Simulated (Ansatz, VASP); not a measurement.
Sn3Sb2: VASP beside Ansatz

```
Sn Sb
1.0
     2.20530    1.27323    9.00281
    -2.20530    1.27323    9.00281
     0.00000   -2.54646    9.00281
Sn Sb
3 2
Direct
  0.00000 0.00000 0.00000
  0.20541 0.20541 0.20541
  0.79459 0.79459 0.79459
  0.40199 0.40199 0.40199
  0.59801 0.59801 0.59801
```

Alike in both runs: functional PBE; k mesh 6 × 6 × 6; occupations gaussian, width 0.1 eV; no spin polarisation.

Ansatz relaxed the structure, and its values are those at the end. VASP's run is a single point on that final structure, the one shown.

|  | VASP | Ansatz |
| --- | --- | --- |
| version | VASP 6.6.1 | Ansatz 0.2.0 |
| potentials or method | VASP PAW PBE potentials, release 64 (Sn_d, Sb), cutoff 520 eV | scalar-relativistic, plane waves, PAW |
| valence electrons in the cell | 52 | 72 |

VASP gave:

* gap on the k mesh at the Fermi level (eV): none
* pressure (GPa): 0.1
* rms of the force components (eV/Å): 0.007

Question: Which values does Ansatz return?

Answer: gap on the k mesh at the Fermi level (eV): none; pressure (GPa): 0.1; rms of the force components (eV/Å): 0.004.

A gap of «none» marks a metal or a gap that the smearing closes. VASP's potentials hold 52 valence electrons a cell and Ansatz's 72, so a difference there can come from the potentials and not from the codes.

Spin-orbit coupling is off throughout.
